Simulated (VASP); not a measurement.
Input of a VASP 6.6.1 run:

File INCAR:

```
ALGO = Fast ; EDIFF = 1E-6
ENCUT = 520 ; GGA = PE
ISIF = 2 ; ISMEAR = 0
LASPH = True ; LCHARG = False
LREAL = False ; LWAVE = False
NBANDS = 28 ; NELM = 60
PREC = Accurate ; SIGMA = 0.1
```

File KPOINTS:

```
k-points
0
Gamma
  6 6 6
```

Contents of POSCAR:

```
Al2Cu3
1.0
    2.0833333530      1.2028130705      4.3300622085
   -2.0833333530      1.2028130705      4.3300622085
    0.0000000000     -2.4056261459      4.3300622072
Al Cu
2 3
Direct
    0.8968760077      0.8968760077      0.8968760077
    0.1031239923      0.1031239923      0.1031239923
    0.3012621430      0.3012621430      0.3012621430
    0.6987378570      0.6987378570      0.6987378570
    0.5000000000      0.5000000000      0.5000000000
```

Potentials or basis: VASP PAW PBE potentials, release 64 (Al, Cu).

Run with:

```bash
$ cat potpaw_PBE.64/Al/POTCAR potpaw_PBE.64/Cu/POTCAR > POTCAR
$ mpirun -np 1 vasp_std > vasp.out
```

(1) Predict the band gap on the k mesh.

(2) Predict the largest force.

(3) Estimate the pressure.

Answers

(1) zero (an odd number of electrons rules out a gap without spin polarisation).

(2) 0.021 eV/Å.

(3) 0.2 GPa.
